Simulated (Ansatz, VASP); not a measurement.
ZnS: VASP beside Ansatz

```
Zn S
1.0
     0.00000    2.81284    2.70465
     2.81284    0.00000    2.70465
     2.81284    2.81284    0.00000
Zn S
1 1
Direct
  0.00000 0.00000 0.00000
  0.75000 0.75000 0.75000
```

Change from the starting cell: strain +0.040 along x and y, +0.000 along z, atoms carried along.

Alike in both runs: task single point; functional PBE; k mesh 10 × 10 × 10; occupations gaussian, width 0.05 eV; no spin polarisation.

|  | VASP | Ansatz |
| --- | --- | --- |
| version | VASP 6.6.1 | Ansatz 0.2.0 |
| potentials or method | VASP PAW PBE potentials, release 64 (Zn, S), cutoff 520 eV | scalar-relativistic, plane waves, PAW |
| valence electrons in the cell | 18 | 18 |

```csv
,VASP,Ansatz,Ansatz less VASP
gap on the k mesh at the Fermi level (eV),1.68,1.68,-0.002
least direct gap on the mesh (eV),1.68,1.68,-0.002
pressure (GPa),-3.5,-3.7,-0.12
"traceless stress, the component that is largest in VASP (GPa)",1.03,1.04,+0.008
```
